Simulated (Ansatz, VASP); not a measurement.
CdF2: VASP beside Ansatz

```
Cd F
1.0
     0.00000    2.63900    2.63900
     2.63900    0.00000    2.63900
     2.63900    2.63900    0.00000
Cd F
1 2
Direct
  0.00000 0.00000 0.00000
  0.75000 0.75000 0.75000
  0.25000 0.25000 0.25000
```

Change from the starting cell: volume scaled by 0.94.

Alike in both runs: task single point; functional LDA; k mesh 9 × 9 × 9; occupations fermi-dirac, width 0.05 eV; no spin polarisation.

```csv
,VASP,Ansatz
version,VASP 6.6.1,Ansatz 0.2.0
potentials or method,"VASP PAW LDA potentials, release 64 (Cd, F), cutoff 520 eV","all-electron LAPW, scalar-relativistic"
```

Ansatz gave:

* gap on the k mesh at the Fermi level (eV): 3.04
* least direct gap on the mesh (eV): 3.40
* pressure (GPa): 1.5

Problem. Estimate VASP's values.

Solution. gap on the k mesh at the Fermi level (eV): 3.04; least direct gap on the mesh (eV): 3.41; pressure (GPa): 2.7.

LDA's correlation is that of Perdew and Zunger in VASP and of Perdew and Wang (1992) in Ansatz. Ansatz ran all-electron here, and VASP with PAW potentials.
